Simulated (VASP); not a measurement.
Write the native input for VASP 6.6.1 that does the following.

```yaml
Task: single point
Functional: PBEsol
Potentials_or_basis: VASP PAW PBE potentials, release 64 (Ta_sv_GW, N)
Cutoff: 700 eV
k_mesh: 9 × 9 × 12
Occupations: fermi-dirac, width 0.15 eV
Spin: no spin polarisation
Dipole_correction: no
Further_INCAR_settings: ALGO = Normal; EDIFF = 1e-06; NBANDS = 36
```

The structure of TaN lies in POSCAR:

```
TaN
1.0
    5.1791618387      0.0000000000      0.0000000000
   -2.5895809194      4.4852857226      0.0000000000
    0.0000000000      0.0000000000      2.8953257831
Ta N
3 3
Direct
    0.0000000000      0.0000000000      0.0000000000
    0.3333333333      0.6666666667      0.5000000000
    0.6666666667      0.3333333333      0.5000000000
    0.3933337250      0.0000000000      0.0000000000
    0.6066662750      0.6066662750      0.0000000000
    0.0000000000      0.3933337250      0.0000000000
```

These files were run (other wordings do the same):

INCAR

```
SYSTEM = TaN
PREC     = Accurate       ! precision mode
ENCUT    = 700            ! plane-wave cutoff, eV
EDIFF    = 1E-6           ! SCF threshold, eV
ISMEAR   = -1             ! smearing method
SIGMA    = 0.15           ! smearing width, eV
LREAL    = .FALSE.        ! projectors in reciprocal space
LASPH    = .TRUE.         ! aspherical terms in the spheres
NELM     = 120            ! most SCF steps
ALGO     = Normal         ! electronic algorithm
ISIF     = 2              ! what is computed and relaxed
LWAVE    = .FALSE.        ! write WAVECAR
LCHARG   = .FALSE.        ! write CHGCAR
GGA      = PS             ! functional
NBANDS   = 36             ! bands
GGA_COMPAT= .FALSE.
```

KPOINTS

```
Automatic mesh
0
G
  9 9 12
  0 0 0
```

Potentials or basis: VASP PAW PBE potentials, release 64 (Ta_sv_GW, N).

Run with:

```sh
$ cat potpaw_PBE.64/Ta_sv_GW/POTCAR potpaw_PBE.64/N/POTCAR > POTCAR
$ mpirun -np 1 vasp_std > vasp.out
```

It gave:

The pressure is 0.2 GPa. The band gap on the k mesh is zero (bands 27 and 28 overlap by 3.22 eV).

Caveat: the PAW data sets were made with another functional, which shifts forces and pressure a little; spin-orbit coupling is left out, which moves the levels of the heavy elements.

Run time: 7.6 min on 1 thread of Intel(R) Xeon(R) Platinum 8259CL CPU @ 2.50GHz (Skylake/Cascade Lake), on a shared host, peak memory 0.42 GiB.
